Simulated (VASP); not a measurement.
# KCdCO3F (P-6m2) in VASP: further runs, part 2 of 2

VASP 6.6.1. The steps go on from the part before.

**3. Relaxation of cell and atoms, PBEsol**

This run uses another cell than the first one, of 13.91 Å³/atom.

File INCAR:

```
ALGO     = Normal         # electronic algorithm
EDIFF    = 1E-6           # SCF threshold, eV
EDIFFG   = -0.005         # ionic threshold
ENCUT    = 600            # plane-wave cutoff, eV
GGA      = PS             # functional
IBRION   = 2              # ionic algorithm
ISIF     = 3              # what is computed and relaxed
ISMEAR   = 0              # smearing method
LASPH    = True           # aspherical terms in the spheres
LCHARG   = False          # write CHGCAR
LREAL    = False          # projectors in reciprocal space
LWAVE    = False          # write WAVECAR
NELM     = 60             # most SCF steps
NSW      = 100            # ionic steps
PREC     = Accurate       # precision mode
SIGMA    = 0.02           # smearing width, eV
```

File KPOINTS:

```
k-points
0
Gamma
  6 6 6
```

File POSCAR:

```
KCdCO3F
1.0
    5.0438030915      0.0000000000      0.0000000000
   -2.5219015457      4.3680616089      0.0000000000
    0.0000000000      0.0000000000      4.4202152902
K Cd C O F
1 1 1 3 1
Direct
    0.0000000000      0.0000000000      0.0000000000
    0.6666666667      0.3333333333      0.5000000000
    0.3333333333      0.6666666667      0.5000000000
    0.1860485873      0.3720971745      0.5000000000
    0.1860485873      0.8139514127      0.5000000000
    0.6279028255      0.8139514127      0.5000000000
    0.6666666667      0.3333333333      0.0000000000
```

Potentials or basis: VASP PAW PBE potentials, release 64 (K_sv, Cd, C, O, F).

Started as:

```console
> cat potpaw_PBE.64/K_sv/POTCAR potpaw_PBE.64/Cd/POTCAR potpaw_PBE.64/C/POTCAR potpaw_PBE.64/O/POTCAR potpaw_PBE.64/F/POTCAR > POTCAR
> mpirun -np 1 vasp_std > vasp.out
```

OUTCAR:

```text
EDIFF = 1E-6
   EDIFFG = -0.005
   ENCUT = 600
   GGA = PS
   IBRION = 2
   ISIF = 3
   ISMEAR = 0
   LASPH = True
   LREAL = False
   NELM = 60
   NSW = 100
   PREC = Accurate

 ion  position               nearest neighbor table
   1  0.000  0.000  0.000-   4 2.74   4 2.74   6 2.74   6 2.74   5 2.74   5 2.74   2 3.66   2 3.66
                             2 3.66   2 3.66   2 3.66   2 3.66
   2  0.667  0.333  0.500-   7 2.21   7 2.21   6 2.53   6 2.53   4 2.53   5 2.53   4 2.53   5 2.53
                             3 2.91   3 2.91   3 2.91   1 3.66   1 3.66   1 3.66   1 3.66   1 3.66
   3  0.333  0.667  0.500-   5 1.29   4 1.29   6 1.29   2 2.91   2 2.91   2 2.91
   4  0.186  0.372  0.500-   3 1.29   2 2.53   2 2.53   1 2.74   1 2.74
   5  0.186  0.814  0.500-   3 1.29   2 2.53   2 2.53   1 2.74   1 2.74
   6  0.628  0.814  0.500-   3 1.29   2 2.53   2 2.53   1 2.74   1 2.74
   7  0.667  0.333  0.000-   2 2.21   2 2.21

  LATTYP: Found a hexagonal cell.
 ALAT       =     5.0438030915
 C/A-ratio  =     0.8763655539

  Lattice vectors:

 A1 = (   5.0438030915,   0.0000000000,   0.0000000000)
 A2 = (  -2.5219015457,   4.3680616089,   0.0000000000)
 A3 = (   0.0000000000,   0.0000000000,   4.4202152902)

Analysis of symmetry for initial positions (statically):
=====================================================================
 Subroutine PRICEL returns:
 Original cell was already a primitive cell.

 Routine SETGRP: Setting up the symmetry group for a
 hexagonal supercell.

 Subroutine GETGRP returns: Found 12 space group operations
 (whereof 12 operations were pure point group operations)
 out of a pool of 24 trial point group operations.

The static configuration has the point symmetry D_3h.

Analysis of symmetry for dynamics (positions and initial velocities):
=====================================================================
 Subroutine PRICEL returns:
 Original cell was already a primitive cell.

 Routine SETGRP: Setting up the symmetry group for a
 hexagonal supercell.

[... 159 lines left out ...]
  ext. energy  EPLUGINS =         0.00000000
  ---------------------------------------------------
  free energy    TOTEN  =       -41.80085189 eV

  energy without entropy =      -41.80085189  energy(sigma->0) =      -41.80085189

------------------------ aborting loop because EDIFF is reached ----------------------------------------

  FORCE on cell =-STRESS in cart. coord.  units (eV):
  Direction    XX          YY          ZZ          XY          YZ          ZX
  --------------------------------------------------------------------------------------
  -------------------------------------------------------------------------------------
  Total        0.5638238      0.5638238      0.0605286      0.0000000      0.0000000      0.0000000
  in kB        9.2760636      9.2760636      0.9958194      0.0000000      0.0000000      0.0000000
  external PRESSURE =       6.5159822 kB  Pullay stress =       0.0000000 kB
[... 104 lines left out ...]
  FREE ENERGIE OF THE ION-ELECTRON SYSTEM (eV)
  ---------------------------------------------------
  free  energy   TOTEN  =       -41.8032418879 eV

  energy  without entropy=      -41.8032418879  energy(sigma->0) =      -41.80324189

[... ionic steps 4 to 7 ...]

--------------------------------------- Ionic step        8  -------------------------------------------

 number of electron      49.9999993 magnetization

------------------------ aborting loop because EDIFF is reached ----------------------------------------
[... 77 lines left out ...]
--------------------------------------- Ionic step       10  -------------------------------------------

 number of electron      49.9999993 magnetization

 Free energy of the ion-electron system (eV)
  ---------------------------------------------------
  ext. energy  EPLUGINS =         0.00000000
  ---------------------------------------------------
  free energy    TOTEN  =       -41.80339916 eV

  energy without entropy =      -41.80339916  energy(sigma->0) =      -41.80339916

 E-fermi :   0.2187     XC(G=0):  -9.6936

 val. band max:        0.0532655354   @ k =   0.0000   0.0000   0.5000
 cond. band min:       1.9338789105   @ k =   0.0000   0.0000   0.0000
 fundamental gap:      1.8806133751
 Fermi energy:         0.2186753587

 k-point     1 :       0.0000    0.0000    0.0000
  band No.  band energies     occupation
      1     -27.3671      2.00000
      2     -21.8243      2.00000
      3     -21.5306      2.00000
      4     -18.4971      2.00000
      5     -18.4971      2.00000
      6     -11.0010      2.00000
[... 781 lines left out ...]
     29       8.4362      0.00000
     30       8.5545      0.00000

 [... further k-points ...]

------------------------ aborting loop because EDIFF is reached ----------------------------------------

  FORCE on cell =-STRESS in cart. coord.  units (eV):
  Direction    XX          YY          ZZ          XY          YZ          ZX
  --------------------------------------------------------------------------------------
  -------------------------------------------------------------------------------------
  Total        0.0078042      0.0078042     -0.0091659      0.0000000     -0.0000000      0.0000000
  in kB        0.1283017      0.1283017     -0.1506867      0.0000000     -0.0000000      0.0000000
  external PRESSURE =       0.0353056 kB  Pullay stress =       0.0000000 kB
[... 22 lines left out ...]
  FREE ENERGIE OF THE ION-ELECTRON SYSTEM (eV)
  ---------------------------------------------------
  free  energy   TOTEN  =       -41.8033991599 eV

  energy  without entropy=      -41.8033991599  energy(sigma->0) =      -41.80339916

 reached required accuracy - stopping structural energy minimisation
```

CONTCAR:

```text
KCdCO3F
   1.00000000000000
     5.0412799298405053   -0.0000000000000291    0.0000000000000000
    -2.5206399648703033    4.3658764868050755    0.0000000000000000
     0.0000000000000000   -0.0000000000000000    4.4278842018412012
  K               Cd              C               O               F
     1     1     1     3     1
Direct
     0.0000000000000000    0.0000000000000000    0.0000000000000000
     0.6666666667000030    0.3333333332999970    0.5000000000000000
     0.3333333332999970    0.6666666667000030    0.5000000000000000
     0.1854277125807372    0.3708554250614728    0.5000000000000000
     0.1854277125807372    0.8145722874192626    0.5000000000000000
     0.6291445749385276    0.8145722874192628    0.5000000000000000
     0.6666666667000030    0.3333333332999970    0.0000000000000000

  0.00000000E+00  0.00000000E+00  0.00000000E+00
  0.00000000E+00  0.00000000E+00  0.00000000E+00
  0.00000000E+00  0.00000000E+00  0.00000000E+00
  0.00000000E+00  0.00000000E+00  0.00000000E+00
  0.00000000E+00  0.00000000E+00  0.00000000E+00
  0.00000000E+00  0.00000000E+00  0.00000000E+00
  0.00000000E+00  0.00000000E+00  0.00000000E+00
```

Run time: 7.9 min. Hardware: 1 thread of Intel Xeon Platinum 8259CL at 2.50GHz (Skylake/Cascade Lake), shared host; peak memory 0.31 GiB.

Results:

```
Free energy                           : -41.8034 eV
Relaxed volume                        : 13.92 Å³/atom
Relaxed cell                          : a = 5.041 Å, b = 5.041 Å, c = 4.428 Å, α = 90.00°, β = 90.00°, γ = 120.00°
Space group after relaxing (to 0.1 Å) : P-6m2 (No. 187)
Energy gained by relaxing             : 0.4 meV/atom
Ionic steps                           : 10
Pressure after relaxing               : 0.0 GPa
Largest force after relaxing          : 0.004 eV/Å
Band gap on the k mesh                : 1.88 eV
```

Forces in eV/Å, atoms in the order of the input:
```
K    0.000  0.000  0.000
Cd   0.000  0.000  0.000
C    0.000  0.000  0.000
O    0.000 -0.004  0.000
O   -0.003  0.002  0.000
O    0.003  0.002  0.000
F    0.000  0.000  0.000
```

Step by step:
| step | energy change (eV) | largest force (eV/Å) | pressure (GPa) | volume (Å³) |
| --- | --- | --- | --- | --- |
| 1 | 0.0000 | 0.3408 | 0.65 | 97.38 |
| 2 | 0.0244 | 1.0417 | -2.33 | 98.18 |
| 3 | -0.0024 | 0.0083 | -0.06 | 97.56 |
| 4 | -0.0024 | 0.0149 | -0.06 | 97.56 |
| 5 | -0.0025 | 0.0099 | -0.01 | 97.50 |
| 6 | -0.0025 | 0.0019 | 0.05 | 97.39 |
| 7 | -0.0025 | 0.0006 | 0.05 | 97.38 |
| 8 | -0.0025 | 0.0125 | -0.01 | 97.43 |
| 9 | -0.0025 | 0.0144 | -0.01 | 97.44 |
| 10 | -0.0025 | 0.0039 | 0.00 | 97.46 |

Final structure:
```cif
data_structure
_symmetry_space_group_name_H-M 'P 1'
_symmetry_Int_Tables_number 1
_cell_length_a 5.0413
_cell_length_b 5.0413
_cell_length_c 4.4279
_cell_angle_alpha 90.000
_cell_angle_beta 90.000
_cell_angle_gamma 120.000
_cell_volume 97.46
loop_
_atom_site_label
_atom_site_type_symbol
_atom_site_fract_x
_atom_site_fract_y
_atom_site_fract_z
_atom_site_occupancy
K1 K 0.00000 0.00000 0.00000 1
Cd1 Cd 0.66667 0.33333 0.50000 1
C1 C 0.33333 0.66667 0.50000 1
O1 O 0.18543 0.37086 0.50000 1
O2 O 0.18543 0.81457 0.50000 1
O3 O 0.62914 0.81457 0.50000 1
F1 F 0.66667 0.33333 0.00000 1
```

Caveat: the PAW data sets were made with another functional, which shifts forces and pressure a little.
